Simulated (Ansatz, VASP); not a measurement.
**Mo2W: VASP beside Ansatz**

```
CELL_PARAMETERS angstrom
4.64962 0.00000 0.00000
-2.32481 4.02668 0.00000
0.00000 0.00000 2.84730
ATOMIC_POSITIONS crystal
Mo 0.33333 0.66667 0.33333
Mo 0.66667 0.33333 0.66667
W 0.00000 0.00000 0.00000
```

Alike in both runs: task relaxation of cell and atoms; functional PBE; k mesh 6 × 6 × 6; occupations gaussian, width 0.1 eV; no spin polarisation.

```csv
,VASP,Ansatz
version,VASP 6.6.1,Ansatz 0.2.0
potentials or method,"VASP PAW PBE potentials, release 64 (Mo_sv, W_sv), cutoff 600 eV","scalar-relativistic, plane waves, PAW"
valence electrons in the cell,42,42
```

VASP gave:

- gap on the k mesh at the Fermi level, each at its own relaxed structure (eV): none
- relaxed volume (Å³/atom): 15.90
- relaxed cell length with the largest relative difference (Å): 4.489

What did Ansatz give for the same quantities?

gap on the k mesh at the Fermi level, each at its own relaxed structure (eV): none; relaxed volume (Å³/atom): 15.88; relaxed cell length with the largest relative difference (Å): 4.486.

A gap of «none» marks a metal or a gap that the smearing closes.

The k mesh is coarse, so the values compare programs but aren't converged. Spin-orbit coupling is off throughout.
